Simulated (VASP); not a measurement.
Rh2C:

```
Rh C
1.0
     1.48672    0.85836    4.49027
    -1.48672    0.85836    4.49027
     0.00000   -1.71671    4.49027
Rh C
2 1
Direct
  0.75000 0.75000 0.75000
  0.25000 0.25000 0.25000
  0.00000 0.00000 0.00000
```

* Program: VASP 6.6.1
* Task: relaxation of cell and atoms
* Functional: PBE
* Potentials or basis: VASP PAW PBE potentials, release 64 (Rh_pv, C)
* Cutoff: 600 eV
* k mesh: 6 × 6 × 6
* Occupations: gaussian, width 0.1 eV
* Spin: no spin polarisation

At the start: pressure 9.7 GPa; volume 11.46 Å³/atom.

Task: Where does the relaxation end?

Result: Over 10 steps the energy falls by 72.3 meV/atom and the volume is 11.90 Å³/atom (+3.8 %); space group R-3m (No. 166, to 0.05 Å).

Step by step:
```tsv
step	energy change (eV)	largest force (eV/Å)	pressure (GPa)	volume (Å³)
1	0.0000	0.0763	9.68	34.38
2	-0.0230	1.1299	-15.04	37.91
3	-0.0854	0.7167	-5.06	36.23
4	-0.2041	0.0757	-3.91	36.37
5	-0.2078	0.0756	-3.62	36.38
6	-0.2009	0.3515	6.11	35.03
7	-0.2144	0.1889	0.20	35.82
8	-0.2166	0.0095	-0.05	35.73
9	-0.2167	0.0363	-0.07	35.72
10	-0.2169	0.0072	0.22	35.69
```

Final structure:
```xyz
3
Lattice="1.5675 0.9050 4.1925 -1.5675 0.9050 4.1925 0.0000 -1.8100 4.1925" Properties=species:S:1:pos:R:3 pbc="T T T"
Rh    0.0000    0.0000    9.4058
Rh    0.0000    0.0000    3.1716
C     0.0000    0.0000    0.0000
```

Caveat: the k points lie up to 0.39 Å⁻¹ apart in the final cell.
